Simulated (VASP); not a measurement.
# Cd4Si4P9 (a cell with a defect) in VASP: notebook

Cd4Si4P9 (a cell with a defect) is run at these levels: PBEsol; tasks: single point.

Program: VASP 6.6.1. These are calculated values, not measurements. Logs are shortened: lines on timing, memory, paths and dates and some standing lists are left out, and cuts for length are marked.

### Step 1. The cell of the first run

The cell holds a defect, 17 atoms: a = 5.645 Å, b = 5.645 Å, c = 10.501 Å, α = 90.00°, β = 90.00°, γ = 90.00°.

### Step 2. Single point, PBEsol

Input file INCAR:

```
ALGO = Normal ; EDIFF = 1E-6
ENCUT = 520 ; GGA = PS
ISIF = 2 ; ISMEAR = -1
LASPH = T ; LCHARG = F
LREAL = Auto ; LWAVE = F
NBANDS = 68 ; NELECT = 110.0
NELM = 80 ; PREC = Accurate
SIGMA = 0.05
```

Input file KPOINTS:

```
Automatic mesh
0
Gamma
  2 2 2
  0.5 0.5 0.5
```

Input file POSCAR:

```
Cd4Si4P9
1.0
    5.6447280000     -0.0000310000     -0.0000140000
   -0.0000310000      5.6447280000     -0.0000140000
   -0.0000250000     -0.0000250000     10.5006290000
Cd Si P
4 4 9
Direct
    0.0079570000      0.9880050000      0.0004110000
    0.0122220000      0.4998360000      0.2600320000
    0.5044890000      0.0023160000      0.7468640000
    0.4888960000      0.4969450000      0.5036990000
    0.9900040000      0.9889840000      0.5046260000
    0.4954150000      0.9921940000      0.2431590000
    0.4908240000      0.5044400000      0.0053070000
    0.0073210000      0.4963050000      0.7447750000
    0.2896610000      0.2537600000      0.1210300000
    0.0554900000      0.1041050000      0.6304860000
    0.7083790000      0.7510880000      0.1255700000
    0.7594320000      0.1977500000      0.3729760000
    0.2414890000      0.7967690000      0.3748860000
    0.2467460000      0.7083200000      0.8746610000
    0.7889900000      0.7485080000      0.6211510000
    0.7505020000      0.2829460000      0.8704540000
    0.3508930000      0.3896660000      0.6288050000
```

Potentials or basis: VASP PAW PBE potentials, release 64 (Cd, Si, P).

Command:

```console
> cat potpaw_PBE.64/Cd/POTCAR potpaw_PBE.64/Si/POTCAR potpaw_PBE.64/P/POTCAR > POTCAR
> mpirun -np 1 vasp_std > vasp.out
```

OUTCAR:

```text
EDIFF = 1E-6
   ENCUT = 520
   GGA = PS
   ISIF = 2
   ISMEAR = -1
   LASPH = T
   LREAL = Auto
   NELECT = 110.0
   NELM = 80
   PREC = Accurate

 ion  position               nearest neighbor table
   1  0.008  0.988  0.000-  14 2.46  11 2.52   9 2.53  16 2.60
   2  0.012  0.500  0.260-  13 2.44  12 2.52   9 2.55  11 2.64   4 3.71
   3  0.504  0.002  0.747-  16 2.47  15 2.52  14 2.58  17 2.66  10 2.87   4 3.78
   4  0.489  0.497  0.504-  17 1.64  15 2.53  13 2.58  12 2.66   2 3.71   3 3.78
   5  0.990  0.989  0.505-  10 1.52  15 2.15  12 2.23  13 2.25
   6  0.495  0.992  0.243-  11 2.20   9 2.27  13 2.28  12 2.33
   7  0.491  0.504  0.005-   9 2.18  11 2.25  14 2.26  16 2.39
   8  0.007  0.496  0.745-  14 2.26  15 2.29  16 2.30  17 2.37  10 2.53
   9  0.290  0.254  0.121-   7 2.18   6 2.27   1 2.53   2 2.55
  10  0.055  0.104  0.630-   5 1.52  17 2.32  15 2.51   8 2.53   3 2.87
  11  0.708  0.751  0.126-   6 2.20   7 2.25   1 2.52   2 2.64
  12  0.759  0.198  0.373-   5 2.23   6 2.33   2 2.52   4 2.66
  13  0.241  0.797  0.375-   5 2.25   6 2.28   2 2.44   4 2.58
  14  0.247  0.708  0.875-   7 2.26   8 2.26   1 2.46   3 2.58
  15  0.789  0.749  0.621-   5 2.15   8 2.29  10 2.51   3 2.52   4 2.53
  16  0.751  0.283  0.870-   8 2.30   7 2.39   3 2.47   1 2.60
  17  0.351  0.390  0.629-   4 1.64  10 2.32   8 2.37   3 2.66

 -----------------------------------------------------------------------------
|                                                                             |
|           W    W    AA    RRRRR   N    N  II  N    N   GGGG   !!!           |
|           W    W   A  A   R    R  NN   N  II  NN   N  G    G  !!!           |
|           W    W  A    A  R    R  N N  N  II  N N  N  G       !!!           |
|           W WW W  AAAAAA  RRRRR   N  N N  II  N  N N  G  GGG   !            |
|           WW  WW  A    A  R   R   N   NN  II  N   NN  G    G                |
|           W    W  A    A  R    R  N    N  II  N    N   GGGG   !!!           |
|                                                                             |
|     The distance between some ions is very small. Please check the          |
|     nearest-neighbor list in the OUTCAR file.                               |
|     I HOPE YOU KNOW WHAT YOU ARE DOING!                                     |
|                                                                             |
 -----------------------------------------------------------------------------

  LATTYP: Found a base centered orthorhombic cell.
 ALAT       =     7.9828070529
 B/A-ratio  =     1.0000109838
 C/A-ratio  =     1.3154055873

  Lattice vectors:

 A1 = (  -5.6447280000,   0.0000310000,   0.0000140000)
 A2 = (   0.0000310000,  -5.6447280000,   0.0000140000)
 A3 = (  -0.0000250000,  -0.0000250000,  10.5006290000)

Analysis of symmetry for initial positions (statically):
=====================================================================
 Subroutine PRICEL returns:
 Original cell was already a primitive cell.

 Routine SETGRP: Setting up the symmetry group for a
 base centered orthorhombic supercell.

 Subroutine GETGRP returns: Found  1 space group operations
 (whereof  1 operations were pure point group operations)
 out of a pool of  8 trial point group operations.

The static configuration has the point symmetry C_1 .

Analysis of symmetry for dynamics (positions and initial velocities):
=====================================================================
 Subroutine PRICEL returns:
 Original cell was already a primitive cell.

 Routine SETGRP: Setting up the symmetry group for a
 base centered orthorhombic supercell.

 Subroutine GETGRP returns: Found  1 space group operations
 (whereof  1 operations were pure point group operations)
 out of a pool of  8 trial point group operations.

The dynamic configuration has the point symmetry C_1 .

 Subroutine INISYM returns: Found  1 space group operations
 (whereof  1 operations are pure point group operations),
 and found     1 'primitive' translations

----------------------------------------------------------------------------------------

                                     Primitive cell

  volume of cell :     334.5811

  direct lattice vectors                    reciprocal lattice vectors
     5.644728000 -0.000031000 -0.000014000     0.177156455  0.000000973  0.000000422
    -0.000031000  5.644728000 -0.000014000     0.000000973  0.177156455  0.000000422
    -0.000025000 -0.000025000 10.500629000     0.000000236  0.000000236  0.095232390

  length of vectors
[... 45 lines left out ...]
Automatic generation of k-mesh.
 Grid dimensions read from file:
 generate k-points for:    2    2    2

 Generating k-lattice:

  Cartesian coordinates                     Fractional coordinates (reciprocal lattice)
     0.088578227  0.000000486  0.000000211     0.500000000 -0.000000000 -0.000000000
     0.000000486  0.088578227  0.000000211    -0.000000000  0.500000000 -0.000000000
     0.000000118  0.000000118  0.047616195    -0.000000000 -0.000000000  0.500000000

  Length of vectors
     0.088578227  0.088578227  0.047616195

  Shift w.r.t. Gamma in fractional coordinates (k-lattice)
     0.500000000  0.500000000  0.500000000

 Subroutine IBZKPT returns following result:
 ===========================================

 Found      4 irreducible k-points:

 Following reciprocal coordinates:
            Coordinates               Weight
  0.250000  0.250000  0.250000      2.000000
 -0.250000 -0.250000  0.250000      2.000000
 -0.250000  0.250000  0.250000      2.000000
  0.250000 -0.250000  0.250000      2.000000
   k-points           NKPTS =      4   k-points in BZ     NKDIM =      4   number of bands    NBANDS=     68
   number of dos      NEDOS =    301   number of ions     NIONS =     17
   total plane-waves  NPLWV = 141120
   dimension x,y,z NGX =    42 NGY =   42 NGZ =   80
   dimension x,y,z NGXF=    84 NGYF=   84 NGZF=  160
   ions per type =               4   4   9
   NGX,Y,Z   is equivalent  to a cutoff of  12.37, 12.37, 12.67 a.u.
   NGXF,Y,Z  is equivalent  to a cutoff of  24.74, 24.74, 25.33 a.u.
 SYSTEM =  unknown system
   PREC   = accura    normal or accurate (medium, high low for compatibility)
   ISTART =      0    job   : 0-new  1-cont  2-samecut
   ICHARG =      2    charge: 1-file 2-atom 10-const
   ISPIN  =      1    spin polarized calculation?
   LNONCOLLINEAR =      F non collinear calculations
   LSORBIT =      F    spin-orbit coupling
   LASPH  =      T    aspherical Exc in radial PAW
   ENCUT  =  520.0 eV  38.22 Ry    6.18 a.u.  10.50 10.50 19.52*2*pi/ulx,y,z
   NELM   =     80;   NELMIN=  2; NELMDL= -5     # of ELM steps
   EDIFF  = 0.1E-05   stopping-criterion for ELM
   LREAL  =      T    real-space projection
   EDIFFG = 0.1E-04   stopping-criterion for IOM
   NSW    =      0    number of steps for IOM
   IBRION =     -1    ionic relax: 0-MD 1-quasi-New 2-CG
   NFREE  =      0    steps in history (QN), initial steepest desc. (CG)
   ISIF   =      2    stress and relaxation
   ISYM   =      2    0-nonsym 1-usesym 2-fastsym
   POTIM  = 0.5000    time-step for ionic-motion
   TEBEG  =    0.0;   TEEND  =   0.0 temperature during run
   PSTRESS=    0.0 pullay stress
   NELECT =     110.0000    total number of electrons
   NUPDOWN=      -1.0000    fix difference up-down
   EMIN   =  10.00;   EMAX   =-10.00  energy-range for DOS
   EFERMI =   0.00;   METHOD = LEGACY
   ISMEAR =    -1;   SIGMA  =   0.05  broadening in eV -4-tet -1-fermi 0-gaus
   EFERMI_NEDOS =   21; number of points for ismear=-14 and -15
   IALGO  =     38    algorithm
   IMIX   =      4    mixing-type and parameters
     AMIX     =   0.40;   BMIX     =  1.00
     AMIX_MAG =   1.60;   BMIX_MAG =  1.00
  volume/ion in A,a.u.               =      19.68       132.82
  Fermi-wavevector in a.u.,A,eV,Ry     =   1.129896  2.135195 17.370092  1.276666
  Thomas-Fermi vector in A             =   2.266591
   LORBIT       =      0    0 simple, 1 ext, 2 COOP (PROOUT), +10 PAW based schemes
   GGA     = PS    functional components
   LHFCALC =     F    Hartree Fock is set to
   AEXX    =    0.0000 exact exchange contribution
   IVDW    =     0    specifies the selected vdW correction
   LEPSILON=     F    determine dielectric tensor
   LRPA    =     F    only Hartree local field effects (RPA)
 non-spin polarized calculation
  energy-cutoff  :      520.00
  volume of cell :      334.58
 maximum number of plane-waves:      9016
 NGX is ok and might be reduce to    42
   NGX = 21   NGY = 21   NGZ = 39

 number of electron     109.9999993 magnetization

 Free energy of the ion-electron system (eV)
  ---------------------------------------------------
  ext. energy  EPLUGINS =         0.00000000
  ---------------------------------------------------
  free energy    TOTEN  =       -56.95858138 eV

  energy without entropy =      -56.95842504  energy(sigma->0) =      -56.95850321

 E-fermi :   5.8916     XC(G=0): -10.1273

 val. band max:        5.4568955037   @ k =   0.2500   0.2500   0.2500
 cond. band min:       6.3179287214   @ k =  -0.2500  -0.2500   0.2500
 fundamental gap:      0.8610332176
 Fermi energy:         5.8915840376

 k-point     1 :       0.2500    0.2500    0.2500
  band No.  band energies     occupation
      1      -9.6240      2.00000
      2      -8.9229      2.00000
      3      -7.6083      2.00000
      4      -7.0894      2.00000
      5      -6.8085      2.00000
      6      -6.7346      2.00000
[... 269 lines left out ...]
     66       8.6894      0.00000
     67       8.8755      0.00000
 [bands above 67 left out]

------------------------ aborting loop because EDIFF is reached ----------------------------------------

  FORCE on cell =-STRESS in cart. coord.  units (eV):
  Direction    XX          YY          ZZ          XY          YZ          ZX
  --------------------------------------------------------------------------------------
  -------------------------------------------------------------------------------------
  Total       30.4247577     36.5677875    100.2591479     21.8675913      8.0266481     -7.8121213
  in kB      145.6922185    175.1087765    480.1016933    104.7153088     38.4364662    -37.4091815
  external PRESSURE =     266.9675628 kB  Pullay stress =       0.0000000 kB

 VOLUME and BASIS-vectors are now :
 -----------------------------------------------------------------------------
  energy-cutoff  :      520.00
  volume of cell :      334.58
      direct lattice vectors                 reciprocal lattice vectors
     5.644728000 -0.000031000 -0.000014000     0.177156455  0.000000973  0.000000422
    -0.000031000  5.644728000 -0.000014000     0.000000973  0.177156455  0.000000422
    -0.000025000 -0.000025000 10.500629000     0.000000236  0.000000236  0.095232390

 POSITION                                       TOTAL-FORCE (eV/Angst)
 -----------------------------------------------------------------------------------
      0.04488      5.57702      0.00430        -0.269935      0.495104     -0.062742
      0.06897      2.82143      2.73049        -0.427666     -0.229721     -0.503520
      2.84768      0.01304      7.84253        -0.422818     -0.264032      0.168456
      2.75966      2.80509      5.28914        16.820699     12.770630    -28.647532
      5.58826      5.58250      5.29886        -9.043233    -16.080765    -34.292879
      2.79645      5.60064      2.55330        -0.057944      0.873314      0.736083
[... 9 lines left out ...]
      4.23635      1.59711      9.14030         0.412337      0.851322      1.034545
      1.98067      2.19953      6.60284       -18.684281    -13.570315     28.896629
 -----------------------------------------------------------------------------------
    total drift:                               -0.000284      0.001981      0.003692

  FREE ENERGIE OF THE ION-ELECTRON SYSTEM (eV)
  ---------------------------------------------------
  free  energy   TOTEN  =       -56.9585813850 eV

  energy  without entropy=      -56.9584250365  energy(sigma->0) =      -56.95850321
```

Wall time 4 min (1 thread of Oxide Virtual Turin-like, shared host); peak memory 0.33 GiB.

What came out:

| Quantity | Value |
| --- | --- |
| Free energy | -56.9586 eV |
| Largest force | 40.447 eV/Å |

Forces on the atoms (eV/Å):
```
Cd   -0.270   0.495  -0.063
Cd   -0.428  -0.230  -0.504
Cd   -0.423  -0.264   0.168
Cd   16.821  12.771 -28.648
Si   -9.043 -16.081 -34.293
Si   -0.058   0.873   0.736
Si    0.801  -0.148  -1.045
Si    0.797  -0.220  -0.408
P    -0.156  -0.420   0.517
P    10.543  17.565  34.875
P     0.165  -0.556  -0.103
P    -1.123  -0.178  -0.932
P     1.022   0.288  -0.784
P     0.121   0.414   0.446
P    -0.497  -1.591   0.105
P     0.412   0.851   1.035
P   -18.684 -13.570  28.897
```

Caveat: the k points lie up to 0.56 Å⁻¹ apart; the cell carries a net charge on a neutralising background, which shifts energy and pressure; the cell is charged against a uniform background, so pressure and absolute levels hang on convention; atoms lie so close that the PAW spheres overlap strongly, which falsifies energies and pressures; the PAW data sets were made with another functional, which shifts forces and pressure a little.

### Step 3. Single point, PBEsol

Input file INCAR:

```
PREC     = Accurate       # precision mode
ENCUT    = 520            # plane-wave cutoff, eV
EDIFF    = 1E-6           # SCF threshold, eV
ISMEAR   = 0              # smearing method
SIGMA    = 0.01           # smearing width, eV
LREAL    = Auto         
LASPH    = True           # aspherical terms in the spheres
NELM     = 60             # most SCF steps
ALGO     = Normal         # electronic algorithm
ISIF     = 2              # what is computed and relaxed
LWAVE    = False          # write WAVECAR
LCHARG   = False          # write CHGCAR
GGA      = PS             # functional
NELECT   = 110.0        
NBANDS   = 68             # bands
```

KPOINTS is that of step 2.

POSCAR is that of step 2.

Potentials or basis: VASP PAW PBE potentials, release 64 (Cd, Si, P).

Command:

```console
> cat potpaw_PBE.64/Cd/POTCAR potpaw_PBE.64/Si/POTCAR potpaw_PBE.64/P/POTCAR > POTCAR
> mpirun -np 1 vasp_std > vasp.out
```

Wall time 4.2 min (1 thread of Oxide Virtual Turin-like, shared host); peak memory 0.33 GiB.

The run converged. Its results:

```yaml
Free_energy: -56.9586 eV
Largest_force: 40.448 eV/Å
```

Forces in eV/Å, atoms in the order of the input:
```
Cd   -0.270   0.495  -0.063
Cd   -0.428  -0.230  -0.504
Cd   -0.423  -0.264   0.168
Cd   16.821  12.771 -28.648
Si   -9.043 -16.081 -34.293
Si   -0.058   0.873   0.736
Si    0.801  -0.148  -1.045
Si    0.797  -0.220  -0.408
P    -0.156  -0.420   0.517
P    10.544  17.565  34.875
P     0.165  -0.556  -0.103
P    -1.123  -0.178  -0.932
P     1.022   0.288  -0.784
P     0.121   0.414   0.446
P    -0.497  -1.591   0.105
P     0.412   0.851   1.035
P   -18.685 -13.570  28.897
```

Levels at points of the mesh, in eV from the Fermi level:
| k point | band 51 | band 52 | band 53 | band 54 | band 55 | band 56 | band 57 | band 58 | band 59 | band 60 |
| --- | --- | --- | --- | --- | --- | --- | --- | --- | --- | --- |
| (0.25, 0.25, 0.25) | -1.73 | -1.55 | -0.83 | -0.62 | -0.08 | 0.84 | 0.90 | 1.06 | 1.30 | 1.54 |

Caveat: the k points lie up to 0.56 Å⁻¹ apart; the cell carries a net charge on a neutralising background, which shifts energy and pressure; the cell is charged against a uniform background, so pressure and absolute levels hang on convention; atoms lie so close that the PAW spheres overlap strongly, which falsifies energies and pressures; the PAW data sets were made with another functional, which shifts forces and pressure a little.
